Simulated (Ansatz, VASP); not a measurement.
# Sr in VASP and in Ansatz

```
CELL_PARAMETERS angstrom
4.30120 0.00000 0.00000
-2.15060 3.72495 0.00000
0.00000 0.00000 7.04456
ATOMIC_POSITIONS crystal
Sr 0.33333 0.66667 0.25000
Sr 0.66667 0.33333 0.75000
```

Alike in both runs: task electric field gradients; functional r2SCAN; k mesh 11 × 11 × 6; occupations fermi-dirac, width 0.05 eV; no spin polarisation.

|  | VASP | Ansatz |
| --- | --- | --- |
| version | VASP 6.6.1 | Ansatz 0.2.0 |
| potentials or method | VASP PAW PBE potentials, release 64 (Sr_sv), cutoff 520 eV | all-electron PAW with datasets made for the crystal, scalar-relativistic |

|  | VASP | Ansatz | Ansatz less VASP |
| --- | --- | --- | --- |
| pressure (GPa) | 0.2 | 0.2 | -0.02 |
| traceless stress, the component that is largest in VASP (GPa) | 0.20 | 0.20 | -0.003 |
| size of Vzz on the site where it differs most (V/Å²) | 10.2 | 10.3 | +0.14 |

VASP's potentials were made for PBE, not for r2SCAN. Ansatz ran all-electron here, and VASP with PAW potentials.
